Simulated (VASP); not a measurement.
# Rb2SbF6 (P-3m1) in VASP: single point with r2SCAN

Aim: the single point of Rb2SbF6 with r2SCAN.

All numbers are computed with VASP 6.6.1; they aren't measurements. Logs are shortened: lines on timing, memory, paths and dates and some standing lists are left out, and cuts for length are marked.

### Step 1. The cell of the first run

Symmetry: P-3m1, No. 164, trigonal system. The conventional cell has a = 6.143 Å, b = 6.143 Å, c = 4.794 Å, α = 90.00°, β = 90.00°, γ = 120.00°. Rb (site symmetry 3m) has 12 F at 2.92 to 3.11 Å and 3 Sb at 3.82 Å and 3 Rb at 4.05 Å within 4.1 Å. Within 2.8 Å of F (site symmetry m) lie 1 Sb at 2.04 Å and 2 F at 2.79 Å. Within 2.7 Å of Sb (site symmetry -3m) lie 6 F at 2.04 Å.

### Step 2. Single point, r2SCAN

Contents of POSCAR:

```
Rb2SbF6
1.0
    6.1426599350     -0.0000002975      0.0000000000
   -3.0713297098      5.3196996993      0.0000000000
    0.0000000000      0.0000000000      4.7941167169
Rb F Sb
2 6 1
Direct
    0.3333333333      0.6666666667      0.7047775417
    0.6666666667      0.3333333333      0.2952224583
    0.1616608609      0.8383391391      0.2289404042
    0.1616608609      0.3233217218      0.2289404042
    0.6766782782      0.8383391391      0.2289404042
    0.8383391391      0.1616608609      0.7710595958
    0.3233217218      0.1616608609      0.7710595958
    0.8383391391      0.6766782782      0.7710595958
    0.0000000000      0.0000000000      0.0000000000
```

Contents of INCAR.step1:

```
  PREC = Accurate
  ENCUT = 520
  ISMEAR = -1
  SIGMA = 0.1
  LREAL = False
  LASPH = True
  NELM = 60
  NBANDS = 42
  GGA = PE
  ALGO = Normal
  EDIFF = 1E-4
  LWAVE = True
  LCHARG = False
```

Contents of INCAR.step2:

```
  PREC = Accurate
  ENCUT = 520
  EDIFF = 1E-6
  ISMEAR = -1
  SIGMA = 0.1
  LREAL = False
  LASPH = True
  NELM = 60
  ALGO = Normal
  ISIF = 2
  LWAVE = False
  LCHARG = True
  METAGGA = R2SCAN
  LMIXTAU = True
  LELF = True
  LVHAR = True
  NBANDS = 42
  ISTART = 1
```

Contents of KPOINTS:

```
regular mesh
0
Gamma
  5 5 6
```

Potentials or basis: VASP PAW PBE potentials, release 64 (Rb_sv, F, Sb).

Run with:

```bash
$ cat potpaw_PBE.64/Rb_sv/POTCAR potpaw_PBE.64/F/POTCAR potpaw_PBE.64/Sb/POTCAR > POTCAR
$ cp INCAR.step1 INCAR
$ mpirun -np 1 vasp_std > vasp.out
$ cp INCAR.step2 INCAR
$ mpirun -np 1 vasp_std > vasp.out
```

OUTCAR:

```text
PREC = Accurate
   ENCUT = 520
   EDIFF = 1E-6
   ISMEAR = -1
   LREAL = False
   LASPH = True
   NELM = 60
   ISIF = 2
   METAGGA = R2SCAN
   ISTART = 1

 ion  position               nearest neighbor table
   1  0.333  0.667  0.705-   3 2.92   4 2.92   5 2.92   7 3.09   8 3.09   6 3.09   6 3.09   7 3.09
                             8 3.09   3 3.11   4 3.11   5 3.11   9 3.82   9 3.82   9 3.82   2 4.05
   2  0.667  0.333  0.295-   6 2.92   8 2.92   7 2.92   5 3.09   4 3.09   3 3.09   3 3.09   5 3.09
                             4 3.09   6 3.11   8 3.11   7 3.11   9 3.82   9 3.82   9 3.82   1 4.05
   3  0.162  0.838  0.229-   9 2.04   1 2.92   2 3.09   2 3.09   1 3.11
   4  0.162  0.323  0.229-   9 2.04   1 2.92   2 3.09   2 3.09   1 3.11
   5  0.677  0.838  0.229-   9 2.04   1 2.92   2 3.09   2 3.09   1 3.11
   6  0.838  0.162  0.771-   9 2.04   2 2.92   1 3.09   1 3.09   2 3.11
   7  0.323  0.162  0.771-   9 2.04   2 2.92   1 3.09   1 3.09   2 3.11
   8  0.838  0.677  0.771-   9 2.04   2 2.92   1 3.09   1 3.09   2 3.11
   9  0.000  0.000  0.000-   3 2.04   6 2.04   4 2.04   8 2.04   7 2.04   5 2.04   1 3.82   2 3.82
                             1 3.82   2 3.82   2 3.82   1 3.82

  LATTYP: Found a hexagonal cell.
 ALAT       =     6.1426599350
 C/A-ratio  =     0.7804626607

  Lattice vectors:

 A1 = (   6.1426599350,  -0.0000002975,   0.0000000000)
 A2 = (  -3.0713297098,   5.3196996993,   0.0000000000)
 A3 = (   0.0000000000,   0.0000000000,   4.7941167169)

Analysis of symmetry for initial positions (statically):
=====================================================================
 Subroutine PRICEL returns:
 Original cell was already a primitive cell.

 Routine SETGRP: Setting up the symmetry group for a
 hexagonal supercell.

 Subroutine GETGRP returns: Found 12 space group operations
 (whereof 12 operations were pure point group operations)
 out of a pool of 24 trial point group operations.

The static configuration has the point symmetry D_3d.

Analysis of symmetry for dynamics (positions and initial velocities):
=====================================================================
 Subroutine PRICEL returns:
 Original cell was already a primitive cell.

 Routine SETGRP: Setting up the symmetry group for a
 hexagonal supercell.

 Subroutine GETGRP returns: Found 12 space group operations
 (whereof 12 operations were pure point group operations)
 out of a pool of 24 trial point group operations.

The dynamic configuration has the point symmetry D_3d.

 Subroutine INISYM returns: Found 12 space group operations
 (whereof 12 operations are pure point group operations),
 and found     1 'primitive' translations

----------------------------------------------------------------------------------------

                                     Primitive cell

  volume of cell :     156.6579

  direct lattice vectors                    reciprocal lattice vectors
     6.142659935 -0.000000298  0.000000000     0.162795929  0.093990263  0.000000000
    -3.071329710  5.319699699  0.000000000     0.000000009  0.187980541  0.000000000
     0.000000000  0.000000000  4.794116717     0.000000000  0.000000000  0.208588998

  length of vectors
     6.142659935  6.142659935  4.794116717     0.187980541  0.187980541  0.208588998

  position of ions in fractional coordinates (direct lattice)
     0.333333333  0.666666667  0.704777542
     0.666666667  0.333333333  0.295222458
     0.161660861  0.838339139  0.228940404
     0.161660861  0.323321722  0.228940404
     0.676678278  0.838339139  0.228940404
     0.838339139  0.161660861  0.771059596
     0.323321722  0.161660861  0.771059596
     0.838339139  0.676678278  0.771059596
     0.000000000  0.000000000  0.000000000

  ion indices of the primitive-cell ions
   primitive index   ion index
                 1           1
                 2           2
                 3           3
                 4           4
                 5           5
                 6           6
                 7           7
                 8           8
                 9           9

----------------------------------------------------------------------------------------

 KPOINTS: regular mesh

Automatic generation of k-mesh.
 Grid dimensions read from file:
 generate k-points for:    5    5    6

 Generating k-lattice:

  Cartesian coordinates                     Fractional coordinates (reciprocal lattice)
     0.032559186  0.018798053  0.000000000     0.200000000  0.000000000  0.000000000
     0.000000002  0.037596108  0.000000000     0.000000000  0.200000000  0.000000000
     0.000000000  0.000000000  0.034764833     0.000000000  0.000000000  0.166666667

  Length of vectors
     0.037596108  0.037596108  0.034764833

  Shift w.r.t. Gamma in fractional coordinates (k-lattice)
     0.000000000  0.000000000  0.000000000

 Subroutine IBZKPT returns following result:
 ===========================================

 Found     24 irreducible k-points:

 Following reciprocal coordinates:
            Coordinates               Weight
  0.000000  0.000000  0.000000      1.000000
  0.200000 -0.000000  0.000000      6.000000
  0.400000 -0.000000  0.000000      6.000000
  0.200000  0.200000  0.000000      6.000000
  0.400000  0.200000  0.000000      6.000000
  0.000000  0.000000  0.166667      2.000000
[... 16 lines left out ...]
  0.200000  0.200000  0.500000      6.000000
  0.400000  0.200000  0.500000      6.000000
   k-points           NKPTS =     24   k-points in BZ     NKDIM =     24   number of bands    NBANDS=     42
   number of dos      NEDOS =    301   number of ions     NIONS =      9
   total plane-waves  NPLWV =  82944
   dimension x,y,z NGX =    48 NGY =   48 NGZ =   36
   dimension x,y,z NGXF=    96 NGYF=   96 NGZF=   72
   ions per type =               2   6   1
   NGX,Y,Z   is equivalent  to a cutoff of  12.99, 12.99, 12.48 a.u.
   NGXF,Y,Z  is equivalent  to a cutoff of  25.98, 25.98, 24.97 a.u.
 SYSTEM =  unknown system
   PREC   = accura    normal or accurate (medium, high low for compatibility)
   ISTART =      1    job   : 0-new  1-cont  2-samecut
   ICHARG =      0    charge: 1-file 2-atom 10-const
   ISPIN  =      1    spin polarized calculation?
   LNONCOLLINEAR =      F non collinear calculations
   LSORBIT =      F    spin-orbit coupling
   LASPH  =      T    aspherical Exc in radial PAW
   ENCUT  =  520.0 eV  38.22 Ry    6.18 a.u.  11.42 11.42  8.91*2*pi/ulx,y,z
   NELM   =     60;   NELMIN=  2; NELMDL=  0     # of ELM steps
   EDIFF  = 0.1E-05   stopping-criterion for ELM
   LREAL  =      F    real-space projection
   EDIFFG = 0.1E-04   stopping-criterion for IOM
   NSW    =      0    number of steps for IOM
   IBRION =     -1    ionic relax: 0-MD 1-quasi-New 2-CG
   NFREE  =      0    steps in history (QN), initial steepest desc. (CG)
   ISIF   =      2    stress and relaxation
   ISYM   =      2    0-nonsym 1-usesym 2-fastsym
   POTIM  = 0.5000    time-step for ionic-motion
   TEBEG  =    0.0;   TEEND  =   0.0 temperature during run
   PSTRESS=    0.0 pullay stress
   NELECT =      65.0000    total number of electrons
   NUPDOWN=      -1.0000    fix difference up-down
   EMIN   =  10.00;   EMAX   =-10.00  energy-range for DOS
   EFERMI =   0.00;   METHOD = LEGACY
   ISMEAR =    -1;   SIGMA  =   0.10  broadening in eV -4-tet -1-fermi 0-gaus
   EFERMI_NEDOS =   21; number of points for ismear=-14 and -15
   IALGO  =     38    algorithm
   IMIX   =      4    mixing-type and parameters
     AMIX     =   0.40;   BMIX     =  1.00
     AMIX_MAG =   1.60;   BMIX_MAG =  1.00
  volume/ion in A,a.u.               =      17.41       117.46
  Fermi-wavevector in a.u.,A,eV,Ry     =   1.221036  2.307424 20.285328  1.490930
  Thomas-Fermi vector in A             =   2.356233
   LORBIT       =      0    0 simple, 1 ext, 2 COOP (PROOUT), +10 PAW based schemes
   METAGGA = R2SCAN    functional components
   LHFCALC =     F    Hartree Fock is set to
   AEXX    =    0.0000 exact exchange contribution
   IVDW    =     0    specifies the selected vdW correction
   LEPSILON=     F    determine dielectric tensor
   LRPA    =     F    only Hartree local field effects (RPA)
 non-spin polarized calculation
  energy-cutoff  :      520.00
  volume of cell :      156.66
 maximum number of plane-waves:      4253
 NGX is ok and might be reduce to    48
   NGX = 23   NGY = 23   NGZ = 17

 number of electron      65.0000037 magnetization

 Free energy of the ion-electron system (eV)
  ---------------------------------------------------
  ext. energy  EPLUGINS =         0.00000000
  ---------------------------------------------------
  free energy    TOTEN  =       -96.80639063 eV

  energy without entropy =      -96.69466208  energy(sigma->0) =      -96.75052635

 E-fermi :   1.8607     XC(G=0):  -9.3196

 val. band max:        1.8473146460   @ k =   0.2000  -0.0000   0.5000
 cond. band min:       1.8684758954   @ k =   0.0000   0.4000   0.1667
 fundamental gap:      0.0211612495
 Fermi energy:         1.8606635353

 k-point     1 :       0.0000    0.0000    0.0000
  band No.  band energies     occupation
      1     -25.3892      2.00000
      2     -25.2697      2.00000
      3     -23.9931      2.00000
      4     -23.5860      2.00000
      5     -23.5860      2.00000
      6     -23.4639      2.00000
[... 34 lines left out ...]
     41       9.7722      0.00000
     42      10.3047      0.00000

 k-point     2 :       0.2000   -0.0000    0.0000
  band No.  band energies     occupation
      1     -25.3734      2.00000
      2     -25.2755      2.00000
      3     -24.0088      2.00000
      4     -23.5874      2.00000
      5     -23.5872      2.00000
      6     -23.4515      2.00000
[... 34 lines left out ...]
     41       9.8202      0.00000
     42      10.3323      0.00000

 k-point     3 :       0.4000   -0.0000    0.0000
  band No.  band energies     occupation
      1     -25.3401      2.00000
      2     -25.2922      2.00000
      3     -24.0353      2.00000
      4     -23.5899      2.00000
      5     -23.5899      2.00000
      6     -23.4275      2.00000
[... 34 lines left out ...]
     41       9.9376      0.00000
     42       9.9488      0.00000

 k-point     4 :       0.2000    0.2000    0.0000
  band No.  band energies     occupation
      1     -25.3485      2.00000
      2     -25.2870      2.00000
      3     -24.0304      2.00000
      4     -23.5900      2.00000
      5     -23.5891      2.00000
      6     -23.4332      2.00000
[... 844 lines left out ...]
     41       9.7934      0.00000
     42      10.3125      0.00000

 k-point    23 :       0.2000    0.2000    0.5000
  band No.  band energies     occupation
      1     -25.3054      2.00000
      2     -25.2863      2.00000
      3     -23.9770      2.00000
      4     -23.5783      2.00000
      5     -23.5567      2.00000
      6     -23.5095      2.00000
[... 34 lines left out ...]
     41       9.8938      0.00000
     42      10.2753      0.00000

 k-point    24 :       0.4000    0.2000    0.5000
  band No.  band energies     occupation
      1     -25.2969      2.00000
      2     -25.2894      2.00000
      3     -23.9677      2.00000
      4     -23.5885      2.00000
      5     -23.5621      2.00000
      6     -23.5050      2.00000
[... 34 lines left out ...]
     41      10.0123      0.00000
     42      10.2119      0.00000

------------------------ aborting loop because EDIFF is reached ----------------------------------------

  FORCE on cell =-STRESS in cart. coord.  units (eV):
  Direction    XX          YY          ZZ          XY          YZ          ZX
  --------------------------------------------------------------------------------------
  -------------------------------------------------------------------------------------
  Total       -0.4826612     -0.4826612     -0.4316989     -0.0000000      0.0000000      0.0000000
  in kB       -4.9362915     -4.9362915     -4.4150876     -0.0000000      0.0000000      0.0000000
  external PRESSURE =      -4.7625569 kB  Pullay stress =       0.0000000 kB

 VOLUME and BASIS-vectors are now :
 -----------------------------------------------------------------------------
  energy-cutoff  :      520.00
  volume of cell :      156.66
      direct lattice vectors                 reciprocal lattice vectors
     6.142659935 -0.000000298  0.000000000     0.162795929  0.093990263  0.000000000
    -3.071329710  5.319699699  0.000000000     0.000000009  0.187980541  0.000000000
     0.000000000  0.000000000  4.794116717     0.000000000  0.000000000  0.208588998

 POSITION                                       TOTAL-FORCE (eV/Angst)
 -----------------------------------------------------------------------------------
      0.00000      3.54647      3.37879         0.000000      0.000000      0.002790
      3.07133      1.77323      1.41533         0.000000      0.000000     -0.002790
     -1.58179      4.45971      1.09757        -0.039313      0.022697     -0.028300
      0.00000      1.71997      1.09757        -0.000000     -0.045395     -0.028300
      1.58179      4.45971      1.09757         0.039313      0.022697     -0.028300
      4.65312      0.85999      3.69655         0.039313     -0.022697      0.028300
      1.48954      0.85999      3.69655        -0.039313     -0.022697      0.028300
      3.07133      3.59972      3.69655         0.000000      0.045395      0.028300
      0.00000      0.00000      0.00000         0.000000      0.000000     -0.000000
 -----------------------------------------------------------------------------------
    total drift:                                0.000000     -0.000000      0.000000

  FREE ENERGIE OF THE ION-ELECTRON SYSTEM (eV)
  ---------------------------------------------------
  free  energy   TOTEN  =       -96.8063906287 eV

  energy  without entropy=      -96.6946620779  energy(sigma->0) =      -96.75052635
```

Run time: 15 min. Hardware: 1 thread of Intel Xeon 8259CL, shared host; peak memory 0.39 GiB.

What came out:

| Quantity | Value |
| --- | --- |
| Free energy | -96.8064 eV |
| Pressure | -0.5 GPa |
| Largest force | 0.053 eV/Å |
| Band gap on the k mesh | zero (an odd number of electrons rules out a gap without spin polarisation) |

Forces on the atoms (eV/Å):
```
Rb   0.000  0.000  0.003
Rb   0.000  0.000 -0.003
F   -0.039  0.023 -0.028
F    0.000 -0.045 -0.028
F    0.039  0.023 -0.028
F    0.039 -0.023  0.028
F   -0.039 -0.023  0.028
F    0.000  0.045  0.028
Sb   0.000  0.000  0.000
```

Caveat: the PAW data sets were made with another functional, which shifts forces and pressure a little; spin-orbit coupling is left out, which moves the levels of the heavy elements; an odd number of electrons without spin polarisation forces a metal; a magnetic or distorted state may lie lower.
